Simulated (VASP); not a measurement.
Write the native input for VASP 6.6.1 that does the following.

```
Task                   : electric field gradients
Functional             : PBE
Potentials or basis    : VASP PAW PBE potentials, release 64 (Ag)
Cutoff                 : 520 eV
k mesh                 : 15 × 15 × 15
Occupations            : fermi-dirac, width 0.05 eV
Spin                   : no spin polarisation
Dipole correction      : no
Further INCAR settings : ALGO = Normal; EDIFF = 1e-08; NBANDS = 12
```

The structure of Ag lies in POSCAR:

```
Ag
1.0
    0.0000000000      2.0839620000      2.0431000000
    2.0839620000      0.0000000000      2.0431000000
    2.0839620000      2.0839620000      0.0000000000
Ag
1
Direct
    0.0000000000      0.0000000000      0.0000000000
```

This cell differs from its parent crystal: equal xx and yy strain of +2 %.

These files were run (other wordings do the same):

INCAR

```
SYSTEM = Ag
PREC = Accurate
ENCUT = 520
EDIFF = 1E-8
ISMEAR = -1
SIGMA = 0.05
LREAL = .FALSE.
LASPH = .TRUE.
NELM = 80
ALGO = Normal
ISIF = 2
LWAVE = .FALSE.
LCHARG = .FALSE.
GGA = PE
LEFG = .TRUE.
NBANDS = 12
```

KPOINTS

```
Automatic mesh
0
G
  15 15 15
  0 0 0
```

Potentials or basis: VASP PAW PBE potentials, release 64 (Ag).

Launch:

```console
$ cat potpaw_PBE.64/Ag/POTCAR > POTCAR
$ mpirun -np 1 vasp_std > vasp.out
```

It gave:

- Pressure: 0.3 GPa
- Band gap on the k mesh: zero (an odd number of electrons rules out a gap without spin polarisation)
- Largest electric field gradient by atom: Ag +1.5 V/Å²

Caveat: the cell differs from its parent crystal (equal xx and yy strain of +2 %); without QUAD_EFG the Cq values of the log hold for a quadrupole moment of 1 mb, not for the nuclei.

It took 36 s on 1 thread of Intel Xeon 8259CL, with other jobs on the host, peak memory 0.19 GiB.
